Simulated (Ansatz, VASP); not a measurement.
# One calculation of Ta, two programs

The input INCAR:

```
SYSTEM = Ta
  PREC = Accurate
  ENCUT = 520
  EDIFF = 1E-8
  ISMEAR = -1
  SIGMA = 0.08
  LREAL = .FALSE.
  LASPH = .TRUE.
  NELM = 60
  ALGO = Normal
  ISIF = 2
  LWAVE = .FALSE.
  LCHARG = .FALSE.
  GGA = PS
  LEFG = .TRUE.
  NBANDS = 12
```

Contents of KPOINTS:

```
Automatic mesh
0
G
  17 17 17
  0 0 0
```

File POSCAR:

```
Ta
1.0
   -1.6843056000      1.6843056000      1.6512800000
    1.6843056000     -1.6843056000      1.6512800000
    1.6843056000      1.6843056000     -1.6512800000
Ta
1
Direct
    0.0000000000      0.0000000000      0.0000000000
```

Input for Ansatz:

```yaml
crystal:
  lattice:
    - [-1.6843056, 1.6843056, 1.65128]
    - [1.6843056, -1.6843056, 1.65128]
    - [1.6843056, 1.6843056, -1.65128]
  atoms:
    - { symbol: Ta, position: [0.0, 0.0, 0.0] }
kpoints:
  mp_grid: { grid: [17, 17, 17] }
scf:
  occupations: { method: fermi_dirac, width: 0.08 }
hamiltonian:
  xc: pbesol
  pseudopotentials: { kind: all_electron, datasets: crystal }
output:
  forces: true
  stress: true
  eigenvalues: true
  efg: { contact_densities: true }
```

Change from the starting cell: equal xx and yy strain of +2 %, crystal datasets.

Alike in both runs: task electric field gradients; functional PBEsol; k mesh 17 × 17 × 17; occupations fermi-dirac, width 0.08 eV; no spin polarisation.

```csv
,VASP,Ansatz
version,VASP 6.6.1,Ansatz 0.2.0
potentials or method,"VASP PAW PBE potentials, release 64 (Ta_pv), cutoff 520 eV","all-electron PAW with datasets made for the crystal, scalar-relativistic"
```

|  | VASP | Ansatz | Ansatz less VASP |
| --- | --- | --- | --- |
| pressure (GPa) | -10.8 | -10.9 | -0.10 |
| traceless stress, the component that is largest in VASP (GPa) | 1.16 | 1.16 | +0.004 |
| size of Vzz on the site where it differs most (V/Å²) | 11.7 | 12.4 | +0.61 |

VASP's potentials were made for PBE, not for PBEsol. Ansatz ran all-electron here, and VASP with PAW potentials.

Neither program's run includes spin-orbit coupling.
